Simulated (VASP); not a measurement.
Li2WN2: single point with PBE

Crystal: Li2WN2.

```
Li W N
1.0
    -1.81989    1.81989    3.10975
     1.81989   -1.81989    3.10975
     1.81989    1.81989   -3.10975
Li W N
2 1 2
Direct
  0.35443 0.35443 0.00000
  0.64557 0.64557 0.00000
  0.00000 0.00000 0.00000
  0.75000 0.25000 0.50000
  0.25000 0.75000 0.50000
```

The cell was generated, and may not be a known phase.

```yaml
Program: VASP 6.6.1
Task: single point
Functional: PBE
Potentials_or_basis: VASP PAW PBE potentials, release 64 (Li_sv, W_sv, N)
Cutoff: 520 eV
k_mesh: 6 × 6 × 6
Occupations: gaussian, width 0.1 eV
Spin: collinear spin, zero start
Starting_moments: "[0.0, 0.0, 0.0, 0.0, 0.0] μB"
Dipole_correction: no
Further_INCAR_settings: ALGO = Normal; EDIFF = 1e-06; NBANDS = 27
```

```yaml
Largest_force: 0.088 eV/Å
Band_gap_on_the_k_mesh: zero (filled and empty bands overlap)
Net_moment: 0.00 μB per cell
Valence_electrons_inside_the_program's_atomic_spheres: Li 2.23; W 11.74; N 3.64
```

Forces in eV/Å, atoms in the order of the input:
```
Li   0.000  0.000  0.088
Li   0.000  0.000 -0.088
W    0.000  0.000  0.000
N    0.000  0.000  0.000
N    0.000  0.000  0.000
```

Levels at points of the mesh, in eV from the Fermi level:
Spin up:
```tsv
k point	band 11	band 12	band 13	band 14	band 15	band 16	band 17	band 18	band 19	band 20
(0.00, 0.00, 0.00)	-5.47	-2.80	-2.23	-0.55	-0.55	-0.15	4.17	4.44	4.44	5.19
(0.50, 0.00, 0.00)	-3.82	-3.35	-2.90	-2.27	-0.62	-0.18	1.77	4.04	4.37	4.54
(0.50, 0.50, 0.00)	-4.40	-3.87	-2.04	-1.08	0.66	0.80	2.26	3.29	4.11	6.18
(0.50, 0.50, 0.50)	-5.14	-2.08	-2.08	-0.75	-0.75	0.32	0.87	2.62	2.62	6.09
```
Spin down:
```
           k point  band 13  band 14  band 15  band 16  band 17  band 18
(0.00, 0.00, 0.00)    -2.23    -0.55    -0.55    -0.15     4.17     4.44
(0.50, 0.00, 0.00)    -2.90    -2.27    -0.62    -0.18     1.77     4.04
(0.50, 0.50, 0.00)    -2.04    -1.08     0.66     0.80     2.26     3.29
(0.50, 0.50, 0.50)    -2.08    -0.75    -0.75     0.32     0.87     2.62
```

It took 38 s on 1 thread of Intel(R) Xeon(R) 6975P-C (Granite Rapids) (shared host), peak memory 0.22 GiB.

Caveat: spin-orbit coupling is left out, which moves the levels of the heavy elements.
